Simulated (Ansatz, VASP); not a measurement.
**One calculation of SiGe3, two programs**

The input INCAR:

```
SYSTEM = SiGe3
PREC = Accurate ; ENCUT = 520
EDIFF = 1E-7 ; ISMEAR = 0
SIGMA = 0.1 ; LREAL = .FALSE.
LASPH = .TRUE. ; NELM = 100
ALGO = Normal ; ISIF = 2
LWAVE = .FALSE. ; LCHARG = .FALSE.
GGA = PE ; NBANDS = 31
```

Contents of KPOINTS:

```
Automatic mesh
0
G
  6 6 2
  0 0 0
```

POSCAR

```
SiGe3
1.0
    2.9559021900      0.0000000000      0.0000000000
    0.0000000000      2.9559021900      0.0000000000
    0.0000000000      0.0000000000      8.3605539500
Si Ge
1 3
Direct
    0.5000000000      0.5000000000      0.0000000000
    0.0000000000      0.0000000000      0.7500000000
    0.5000000000      0.5000000000      0.5000000000
    0.0000000000      0.0000000000      0.2500000000
```

Input for Ansatz:

```yaml
crystal:
  lattice:
    - [2.95590219, 0.0, 0.0]
    - [0.0, 2.95590219, 0.0]
    - [0.0, 0.0, 8.36055395]
  atoms:
    - { symbol: Si, position: [0.5, 0.5, 0.0] }
    - { symbol: Ge, position: [0.0, 0.0, 0.75] }
    - { symbol: Ge, position: [0.5, 0.5, 0.5] }
    - { symbol: Ge, position: [0.0, 0.0, 0.25] }
basis:
  ecutwfc: 420
kpoints:
  mp_grid: { grid: [6, 6, 2] }
hamiltonian:
  xc: pbe
scf:
  occupations: { method: gaussian, width: 0.1 }
  lower_state_search: "off"
output:
  forces: true
  stress: true
  eigenvalues: true
```

Alike in both runs: task single point; functional PBE; k mesh 6 × 6 × 2; occupations gaussian, width 0.1 eV; no spin polarisation.

|  | VASP | Ansatz |
| --- | --- | --- |
| version | VASP 6.6.1 | Ansatz 0.2.0 |
| potentials or method | VASP PAW PBE potentials, release 64 (Si, Ge_d), cutoff 520 eV | scalar-relativistic, plane waves, PAW |
| valence electrons in the cell | 46 | 46 |

```csv
,VASP,Ansatz,Ansatz less VASP
gap on the k mesh at the Fermi level (eV),none,none,-
pressure (GPa),1.3,1.3,+0.01
"traceless stress, the component that is largest in VASP (GPa)",0.96,0.96,+0.003
rms of the force components (eV/Å),0.215,0.214,-0.0012
```

Atom by atom the forces differ by 0.001 eV/Å (rms over components). A gap of «none» marks a metal or a gap that the smearing closes.

The k mesh is coarse, so the values compare programs but aren't converged.
